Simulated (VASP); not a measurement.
A run of VASP 6.6.1 is set up as follows.

Contents of INCAR:

```
ALGO = Normal
EDIFF = 1E-6
ENCUT = 520
GGA = PE
ISIF = 2
ISMEAR = 0
LASPH = True
LCHARG = False
LREAL = False
LWAVE = False
NBANDS = 31
NELM = 60
PREC = Accurate
SIGMA = 0.1
```

Contents of KPOINTS:

```
k-points
0
Gamma
  6 6 6
```

File POSCAR:

```
Mo3C
1.0
    3.7559393109      0.0000000000      0.0000000000
    0.0000000000      3.7559393109      0.0000000000
    0.0000000000      0.0000000000      3.7559393109
Mo C
3 1
Direct
    0.0000000000      0.5000000000      0.5000000000
    0.5000000000      0.0000000000      0.5000000000
    0.5000000000      0.5000000000      0.0000000000
    0.0000000000      0.0000000000      0.0000000000
```

Potentials or basis: VASP PAW PBE potentials, release 64 (Mo_sv, C).

Launch:

```bash
$ cat potpaw_PBE.64/Mo_sv/POTCAR potpaw_PBE.64/C/POTCAR > POTCAR
$ mpirun -np 1 vasp_std > vasp.out
```

(1) Predict the pressure.

(2) Estimate the band gap on the k mesh.

## Answers

(1) 0.6 GPa.

(2) zero (band 23 reaches 13.33 eV, above the bottom of band 24 at 12.10 eV).
